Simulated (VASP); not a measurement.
# GaSb (I-4m2) in VASP: notebook

GaSb is run at these levels: PBE; tasks: single point.

Program: VASP 6.6.1. These are calculated values, not measurements. Logs are shortened: lines on timing, memory, paths and dates and some standing lists are left out, and cuts for length are marked.

**1. The cell of the first run**

The structure is tetragonal, space group I-4m2 (No. 119). The conventional cell has a = 5.273 Å, b = 5.273 Å, c = 3.162 Å, α = 90.00°, β = 90.00°, γ = 90.00°. Within 3.6 Å of Ga (site symmetry -4m2) lie 8 Sb at 2.75 to 3.55 Å and 2 Ga at 3.16 Å. Sb (site symmetry -4m2) has 8 Ga at 2.75 to 3.55 Å and 2 Sb at 3.16 Å within 3.6 Å.

**2. Single point, PBE**

File INCAR:

```
ALGO     = Normal         # electronic algorithm
EDIFF    = 1E-6           # SCF threshold, eV
ENCUT    = 520            # plane-wave cutoff, eV
GGA      = PE             # functional
ISIF     = 2              # what is computed and relaxed
ISMEAR   = 0              # smearing method
LASPH    = True           # aspherical terms in the spheres
LCHARG   = False          # write CHGCAR
LREAL    = False          # projectors in reciprocal space
LWAVE    = False          # write WAVECAR
NBANDS   = 16             # bands
NELM     = 100            # most SCF steps
PREC     = Accurate       # precision mode
SIGMA    = 0.15           # smearing width, eV
```

File KPOINTS:

```
k-points
0
Gamma
  16 16 16
```

File POSCAR:

```
GaSb
1.0
   -2.6366500000      2.6366500000      1.5810862174
    2.6366500000     -2.6366500000      1.5810862174
    2.6366500000      2.6366500000     -1.5810862174
Ga Sb
1 1
Direct
    0.2500000000      0.7500000000      0.5000000000
    0.0000000000      0.0000000000      0.0000000000
```

Potentials or basis: VASP PAW PBE potentials, release 64 (Ga_d, Sb).

The run is started by

```bash
> cat potpaw_PBE.64/Ga_d/POTCAR potpaw_PBE.64/Sb/POTCAR > POTCAR
> mpirun -np 1 vasp_std > vasp.out
```

OUTCAR:

```text
EDIFF = 1E-6
   ENCUT = 520
   GGA = PE
   ISIF = 2
   ISMEAR = 0
   LASPH = True
   LREAL = False
   NELM = 100
   PREC = Accurate

 ion  position               nearest neighbor table
   1  0.250  0.750  0.500-   2 2.75   2 2.75   2 2.75   2 2.75
   2  0.000  0.000  0.000-   1 2.75   1 2.75   1 2.75   1 2.75

  LATTYP: Found a body centered tetragonal cell.
 ALAT       =     5.2733000000
 C/A-ratio  =     0.5996572231

  Lattice vectors:

 A1 = (  -2.6366500000,   2.6366500000,   1.5810862174)
 A2 = (   2.6366500000,  -2.6366500000,   1.5810862174)
 A3 = (   2.6366500000,   2.6366500000,  -1.5810862174)

Analysis of symmetry for initial positions (statically):
=====================================================================
 Subroutine PRICEL returns:
 Original cell was already a primitive cell.

 Routine SETGRP: Setting up the symmetry group for a
 body centered tetragonal supercell.

 Subroutine GETGRP returns: Found  8 space group operations
 (whereof  8 operations were pure point group operations)
 out of a pool of 16 trial point group operations.

The static configuration has the point symmetry D_2d.

Analysis of symmetry for dynamics (positions and initial velocities):
=====================================================================
 Subroutine PRICEL returns:
 Original cell was already a primitive cell.

 Routine SETGRP: Setting up the symmetry group for a
 body centered tetragonal supercell.

 Subroutine GETGRP returns: Found  8 space group operations
 (whereof  8 operations were pure point group operations)
 out of a pool of 16 trial point group operations.

The dynamic configuration has the point symmetry D_2d.

 Subroutine INISYM returns: Found  8 space group operations
 (whereof  8 operations are pure point group operations),
 and found     1 'primitive' translations

----------------------------------------------------------------------------------------

                                     Primitive cell

  volume of cell :      43.9664

  direct lattice vectors                    reciprocal lattice vectors
    -2.636650000  2.636650000  1.581086217     0.000000000  0.189634574  0.316238289
     2.636650000 -2.636650000  1.581086217     0.189634574  0.000000000  0.316238289
     2.636650000  2.636650000 -1.581086217     0.189634574  0.189634574  0.000000000

  length of vectors
     4.050145685  4.050145685  4.050145685     0.368738291  0.368738291  0.268183787

  position of ions in fractional coordinates (direct lattice)
     0.250000000  0.750000000  0.500000000
     0.000000000  0.000000000  0.000000000

  ion indices of the primitive-cell ions
   primitive index   ion index
                 1           1
                 2           2

----------------------------------------------------------------------------------------

 KPOINTS: k-points

Automatic generation of k-mesh.
 Grid dimensions read from file:
 generate k-points for:   16   16   16

 Generating k-lattice:

  Cartesian coordinates                     Fractional coordinates (reciprocal lattice)
     0.000000000  0.011852161  0.019764893     0.062500000  0.000000000  0.000000000
     0.011852161  0.000000000  0.019764893     0.000000000  0.062500000  0.000000000
     0.011852161  0.011852161  0.000000000     0.000000000  0.000000000  0.062500000

  Length of vectors
     0.023046143  0.023046143  0.016761487

  Shift w.r.t. Gamma in fractional coordinates (k-lattice)
     0.000000000  0.000000000  0.000000000

 Subroutine IBZKPT returns following result:
 ===========================================

 Found    349 irreducible k-points:

 Following reciprocal coordinates:
            Coordinates               Weight
  0.000000  0.000000  0.000000      1.000000
  0.062500  0.000000  0.000000      8.000000
  0.125000  0.000000  0.000000      8.000000
  0.187500  0.000000  0.000000      8.000000
  0.250000  0.000000  0.000000      8.000000
  0.312500  0.000000  0.000000      8.000000
[... 16 lines left out ...]
 -0.125000  0.062500  0.000000     16.000000
 -0.062500  0.062500  0.000000      4.000000
 [... further k-points ...]
   k-points           NKPTS =    349   k-points in BZ     NKDIM =    349   number of bands    NBANDS=     16
   number of dos      NEDOS =    301   number of ions     NIONS =      2
   total plane-waves  NPLWV =  27000
   dimension x,y,z NGX =    30 NGY =   30 NGZ =   30
   dimension x,y,z NGXF=    60 NGYF=   60 NGZF=   60
   ions per type =               1   1
   NGX,Y,Z   is equivalent  to a cutoff of  12.31, 12.31, 12.31 a.u.
   NGXF,Y,Z  is equivalent  to a cutoff of  24.63, 24.63, 24.63 a.u.
 SYSTEM =  unknown system
   PREC   = accura    normal or accurate (medium, high low for compatibility)
   ISTART =      0    job   : 0-new  1-cont  2-samecut
   ICHARG =      2    charge: 1-file 2-atom 10-const
   ISPIN  =      1    spin polarized calculation?
   LNONCOLLINEAR =      F non collinear calculations
   LSORBIT =      F    spin-orbit coupling
   LASPH  =      T    aspherical Exc in radial PAW
   ENCUT  =  520.0 eV  38.22 Ry    6.18 a.u.   7.53  7.53  7.53*2*pi/ulx,y,z
   NELM   =    100;   NELMIN=  2; NELMDL= -5     # of ELM steps
   EDIFF  = 0.1E-05   stopping-criterion for ELM
   LREAL  =      F    real-space projection
   EDIFFG = 0.1E-04   stopping-criterion for IOM
   NSW    =      0    number of steps for IOM
   IBRION =     -1    ionic relax: 0-MD 1-quasi-New 2-CG
   NFREE  =      0    steps in history (QN), initial steepest desc. (CG)
   ISIF   =      2    stress and relaxation
   ISYM   =      2    0-nonsym 1-usesym 2-fastsym
   POTIM  = 0.5000    time-step for ionic-motion
   TEBEG  =    0.0;   TEEND  =   0.0 temperature during run
   PSTRESS=    0.0 pullay stress
   NELECT =      18.0000    total number of electrons
   NUPDOWN=      -1.0000    fix difference up-down
   EMIN   =  10.00;   EMAX   =-10.00  energy-range for DOS
   EFERMI =   0.00;   METHOD = LEGACY
   ISMEAR =     0;   SIGMA  =   0.15  broadening in eV -4-tet -1-fermi 0-gaus
   EFERMI_NEDOS =   21; number of points for ismear=-14 and -15
   IALGO  =     38    algorithm
   IMIX   =      4    mixing-type and parameters
     AMIX     =   0.40;   BMIX     =  1.00
     AMIX_MAG =   1.60;   BMIX_MAG =  1.00
  volume/ion in A,a.u.               =      21.98       148.35
  Fermi-wavevector in a.u.,A,eV,Ry     =   1.215604  2.297159 20.105239  1.477693
  Thomas-Fermi vector in A             =   2.350986
   LORBIT       =      0    0 simple, 1 ext, 2 COOP (PROOUT), +10 PAW based schemes
   GGA     = PE    functional components
   LHFCALC =     F    Hartree Fock is set to
   AEXX    =    0.0000 exact exchange contribution
   IVDW    =     0    specifies the selected vdW correction
   LEPSILON=     F    determine dielectric tensor
   LRPA    =     F    only Hartree local field effects (RPA)
 non-spin polarized calculation
 Gauss-broadening in eV      SIGMA  =   0.15
  energy-cutoff  :      520.00
  volume of cell :       43.97
 maximum number of plane-waves:      1199
   NGX = 15   NGY = 15   NGZ = 15

 number of electron      17.9999991 magnetization

 Free energy of the ion-electron system (eV)
  ---------------------------------------------------
  ext. energy  EPLUGINS =         0.00000000
  ---------------------------------------------------
  free energy    TOTEN  =        -6.89336146 eV

  energy without entropy =       -6.88528596  energy(sigma->0) =       -6.88932371

 E-fermi :   7.6848     XC(G=0): -10.6624

 val. band max:        7.6724531577   @ k =   0.1250   0.1250   0.0000
 cond. band min:       7.6872428396   @ k =  -0.1875   0.3750   0.0625
 fundamental gap:      0.0147896819
 Fermi energy:         7.6847899824

 k-point     1 :       0.0000    0.0000    0.0000
  band No.  band energies     occupation
      1      -7.4241      2.00000
      2      -7.3436      2.00000
      3      -7.3361      2.00000
      4      -7.3054      2.00000
      5      -7.3054      2.00000
      6      -4.9995      2.00000
[... 8 lines left out ...]
     15      17.6025      0.00000
     16      18.6592      0.00000

 k-point     2 :       0.0625    0.0000    0.0000
  band No.  band energies     occupation
      1      -7.4188      2.00000
      2      -7.3445      2.00000
      3      -7.3351      2.00000
      4      -7.3076      2.00000
      5      -7.3076      2.00000
      6      -4.9209      2.00000
[... 8 lines left out ...]
     15      17.6751      0.00000
     16      17.9997      0.00000

 k-point     3 :       0.1250    0.0000    0.0000
  band No.  band energies     occupation
      1      -7.4040      2.00000
      2      -7.3472      2.00000
      3      -7.3326      2.00000
      4      -7.3138      2.00000
      5      -7.3136      2.00000
      6      -4.6855      2.00000
[... 8 lines left out ...]
     15      16.7880      0.00000
     16      17.7296      0.00000

 k-point     4 :       0.1875    0.0000    0.0000
  band No.  band energies     occupation
      1      -7.3829      2.00000
      2      -7.3511      2.00000
      3      -7.3321      2.00000
      4      -7.3225      2.00000
      5      -7.3191      2.00000
      6      -4.2948      2.00000
[... 8 lines left out ...]
     15      16.0403      0.00000
     16      17.9370      0.00000

 k-point     5 :       0.2500    0.0000    0.0000
  band No.  band energies     occupation
      1      -7.3677      2.00000
      2      -7.3500      2.00000
      3      -7.3404      2.00000
      4      -7.3288      2.00000
      5      -7.3167      2.00000
      6      -3.7536      2.00000
[... 8 lines left out ...]
     15      15.4718      0.00000
     16      18.4189      0.00000

 k-point     6 :       0.3125    0.0000    0.0000
  band No.  band energies     occupation
      1      -7.3729      2.00000
      2      -7.3516      2.00000
      3      -7.3464      2.00000
      4      -7.3173      2.00000
      5      -7.3113      2.00000
      6      -3.0736      2.00000
[... 8 lines left out ...]
     15      15.1255      0.00000
     16      19.0768      0.00000

 k-point     7 :       0.3750    0.0000    0.0000
  band No.  band energies     occupation
      1      -7.3817      2.00000
      2      -7.3616      2.00000
      3      -7.3499      2.00000
      4      -7.3063      2.00000
      5      -7.2966      2.00000
      6      -2.2847      2.00000
[... 8 lines left out ...]
     15      16.1028      0.00000
     16      19.8358      0.00000

 k-point     8 :       0.4375    0.0000   -0.0000
  band No.  band energies     occupation
      1      -7.3883      2.00000
      2      -7.3683      2.00000
      3      -7.3525      2.00000
      4      -7.3028      2.00000
      5      -7.2817      2.00000
      6      -1.4847      2.00000
[... 8 lines left out ...]
     15      17.5795      0.00000
     16      19.7027      0.00000

 k-point     9 :       0.5000    0.0000    0.0000
  band No.  band energies     occupation
      1      -7.3907      2.00000
      2      -7.3707      2.00000
      3      -7.3534      2.00000
      4      -7.3016      2.00000
      5      -7.2763      2.00000
      6      -1.0536      2.00000
[... 8 lines left out ...]
     15      18.8272      0.00000
     16      19.1216      0.00000
[... 172 lines left out ...]
 k-point    19 :      -0.3750    0.0625    0.0000
  band No.  band energies     occupation
      1      -7.3769      2.00000
      2      -7.3524      2.00000
      3      -7.3459      2.00000
      4      -7.3156      2.00000
      5      -7.3084      2.00000
      6      -2.8520      2.00000
[... 8 lines left out ...]
     15      15.8646      0.00000
     16      18.8076      0.00000

 k-point    20 :      -0.3125    0.0625    0.0000
  band No.  band energies     occupation
      1      -7.3709      2.00000
      2      -7.3504      2.00000
      3      -7.3407      2.00000
      4      -7.3274      2.00000
      5      -7.3135      2.00000
      6      -3.5624      2.00000
[... 8 lines left out ...]
     15      15.7511      0.00000
     16      18.1526      0.00000

 k-point    21 :      -0.2500    0.0625    0.0000
  band No.  band energies     occupation
      1      -7.3817      2.00000
      2      -7.3548      2.00000
      3      -7.3323      2.00000
      4      -7.3218      2.00000
      5      -7.3160      2.00000
      6      -4.1395      2.00000
[... 8 lines left out ...]
     15      16.1731      0.00000
     16      17.6847      0.00000

 k-point    22 :      -0.1875    0.0625    0.0000
  band No.  band energies     occupation
      1      -7.4023      2.00000
      2      -7.3505      2.00000
      3      -7.3315      2.00000
      4      -7.3139      2.00000
      5      -7.3116      2.00000
      6      -4.5684      2.00000
[... 8 lines left out ...]
     15      16.7723      0.00000
     16      17.5360      0.00000

 k-point    23 :      -0.1250    0.0625    0.0000
  band No.  band energies     occupation
      1      -7.4174      2.00000
      2      -7.3469      2.00000
      3      -7.3340      2.00000
      4      -7.3079      2.00000
      5      -7.3063      2.00000
      6      -4.8429      2.00000
[... 8 lines left out ...]
     15      17.4193      0.00000
     16      17.8285      0.00000

 k-point    24 :      -0.0625    0.0625    0.0000
  band No.  band energies     occupation
      1      -7.4233      2.00000
      2      -7.3448      2.00000
      3      -7.3355      2.00000
      4      -7.3055      2.00000
      5      -7.3048      2.00000
      6      -4.9605      2.00000
[... 8 lines left out ...]
     15      17.4092      0.00000
     16      18.5158      0.00000

 [... further k-points ...]
[... 5 lines left out ...]
  --------------------------------------------------------------------------------------
  -------------------------------------------------------------------------------------
  Total        2.2267259      2.2267259      1.0526293      0.0000000      0.0000000      0.0000000
  in kB       81.1440800     81.1440800     38.3588458      0.0000000      0.0000000      0.0000000
  external PRESSURE =      66.8823353 kB  Pullay stress =       0.0000000 kB

 VOLUME and BASIS-vectors are now :
 -----------------------------------------------------------------------------
  energy-cutoff  :      520.00
  volume of cell :       43.97
      direct lattice vectors                 reciprocal lattice vectors
    -2.636650000  2.636650000  1.581086217     0.000000000  0.189634574  0.316238289
     2.636650000 -2.636650000  1.581086217     0.189634574  0.000000000  0.316238289
     2.636650000  2.636650000 -1.581086217     0.189634574  0.189634574  0.000000000

 POSITION                                       TOTAL-FORCE (eV/Angst)
 -----------------------------------------------------------------------------------
      2.63665     -0.00000      0.79054        -0.000000      0.000000     -0.000000
      0.00000      0.00000      0.00000         0.000000     -0.000000      0.000000
 -----------------------------------------------------------------------------------
    total drift:                                0.000001     -0.000001      0.000000

  FREE ENERGIE OF THE ION-ELECTRON SYSTEM (eV)
  ---------------------------------------------------
  free  energy   TOTEN  =        -6.8933614634 eV

  energy  without entropy=       -6.8852859621  energy(sigma->0) =       -6.88932371
```

It took 3.2 min on 1 thread of Intel Xeon Platinum 8488C (Sapphire Rapids), shared host; peak memory 0.37 GiB.

What came out:

| Property | Result |
| --- | --- |
| Free energy | -6.8934 eV |
| Pressure | 6.7 GPa |
| Band gap on the k mesh | zero (band 9 reaches 9.89 eV, above the bottom of band 10 at 4.36 eV) |

Stress tensor (GPa, compression positive):
```
8.11 0.00 0.00
0.00 8.11 0.00
0.00 0.00 3.84
```

Caveat: spin-orbit coupling is left out, which moves the levels of the heavy elements.

**3. Single point, PBE**

This run uses another cell than the first one, of 22.15 Å³/atom, 1.008 times its volume.

File INCAR:

```
ALGO = Normal ; EDIFF = 1E-6
ENCUT = 520 ; GGA = PE
ISIF = 2 ; ISMEAR = 0
LASPH = T ; LCHARG = T
LELF = T ; LREAL = F
LVHAR = T ; LWAVE = F
NBANDS = 16 ; NELM = 100
PREC = Accurate ; SIGMA = 0.15
```

KPOINTS is that of step 2.

File POSCAR:

```
GaSb
1.0
   -2.7012000000      2.7012000000      1.5178500000
    2.7012000000     -2.7012000000      1.5178500000
    2.7012000000      2.7012000000     -1.5178500000
Ga Sb
1 1
Direct
    0.2500000000      0.7500000000      0.5000000000
    0.0000000000      0.0000000000      0.0000000000
```

Potentials or basis: VASP PAW PBE potentials, release 64 (Ga_d, Sb).

The run is started by

```bash
> cat potpaw_PBE.64/Ga_d/POTCAR potpaw_PBE.64/Sb/POTCAR > POTCAR
> mpirun -np 1 vasp_std > vasp.out
```

Run time: 2.6 min. Hardware: 1 thread of Intel Xeon Platinum 8488C (Sapphire Rapids), shared host; peak memory 0.38 GiB.

The run converged. Its results:

```yaml
Free_energy: -6.9278 eV
Pressure: 5.6 GPa
Band_gap_on_the_k_mesh: zero (band 9 reaches 9.29 eV, above the bottom of band 10 at 4.32 eV)
```

Stress tensor (GPa, compression positive):
```
5.34 0.00 0.00
0.00 5.34 0.00
0.00 0.00 6.08
```

Levels at points of the mesh, in eV from the Fermi level:
```
           k point  band 5  band 6  band 7  band 8  band 9  band 10  band 11  band 12  band 13  band 14
(0.00, 0.00, 0.00)  -14.92  -12.63   -2.97   -2.21   -2.21     3.15     5.96     7.40     7.40     8.36
(0.50, 0.00, 0.00)  -14.88   -8.31   -5.99   -2.55   -1.56    -1.33     2.29     3.43     5.39     8.13
(0.50, 0.50, 0.00)  -14.91  -11.03   -8.61   -0.16    1.68     2.13     2.26     5.28     7.20     9.09
(0.50, 0.50, 0.50)  -14.91   -9.70   -6.29   -5.53   -5.53     4.17     5.59    10.98    10.98    13.26
```

Caveat: spin-orbit coupling is left out, which moves the levels of the heavy elements.
